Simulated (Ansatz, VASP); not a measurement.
## One calculation of GaN, two programs

File INCAR:

```
SYSTEM = GaN
PREC = Accurate ; ENCUT = 520
EDIFF = 1E-7 ; ISMEAR = 0
SIGMA = 0.05 ; LREAL = .FALSE.
LASPH = .TRUE. ; NELM = 80
ALGO = Normal ; ISIF = 2
LWAVE = .FALSE. ; LCHARG = .FALSE.
GGA = PE ; NBANDS = 26
```

File KPOINTS:

```
Automatic mesh
0
G
  12 12 6
  0 0 0
```

File POSCAR:

```
GaN
1.0
    3.0253231814      0.0000000000      0.0000000000
   -1.5126615907      2.7872412019      0.0000000000
    0.0000000000      0.0000000000      5.2430304702
Ga N
2 2
Direct
    0.3333333333      0.6666666667      0.9991316875
    0.6666666667      0.3333333333      0.4991316875
    0.3333333333      0.6666666667      0.3758683125
    0.6666666667      0.3333333333      0.8758683125
```

Input for Ansatz:

```yaml
crystal:
  lattice:
    - [3.0253231814, 0.0, 0.0]
    - [-1.5126615907, 2.7872412019, 0.0]
    - [0.0, 0.0, 5.2430304702]
  atoms:
    - { symbol: Ga, position: [0.3333333333, 0.6666666667, 0.9991316875] }
    - { symbol: Ga, position: [0.6666666667, 0.3333333333, 0.4991316875] }
    - { symbol: "N", position: [0.3333333333, 0.6666666667, 0.3758683125] }
    - { symbol: "N", position: [0.6666666667, 0.3333333333, 0.8758683125] }
basis:
  ecutwfc: 420
kpoints:
  mp_grid: { grid: [12, 12, 6] }
hamiltonian:
  xc: pbe
scf:
  occupations: { method: gaussian, width: 0.05 }
output:
  forces: true
  stress: true
  eigenvalues: true
```

Change from the starting cell: strain -0.0600 x Voigt [1, 0, 0, 0, 0, 0], atoms carried along.

Alike in both runs: task single point; functional PBE; k mesh 12 × 12 × 6; occupations gaussian, width 0.05 eV; no spin polarisation.

|  | VASP | Ansatz |
| --- | --- | --- |
| version | VASP 6.6.1 | Ansatz 0.2.0 |
| potentials or method | VASP PAW PBE potentials, release 64 (Ga_d, N), cutoff 520 eV | scalar-relativistic, plane waves, PAW |
| valence electrons in the cell | 36 | 36 |

```tsv
	VASP	Ansatz	Ansatz less VASP
gap on the k mesh at the Fermi level (eV)	1.82	1.81	-0.009
least direct gap on the mesh (eV)	1.82	1.81	-0.009
pressure (GPa)	13.0	13.0	+0.03
traceless stress, the component that is largest in VASP (GPa)	15.11	15.17	+0.057
rms of the force components (eV/Å)	0.437	0.446	+0.0087
```

Atom by atom the forces differ by 0.009 eV/Å (rms over components).
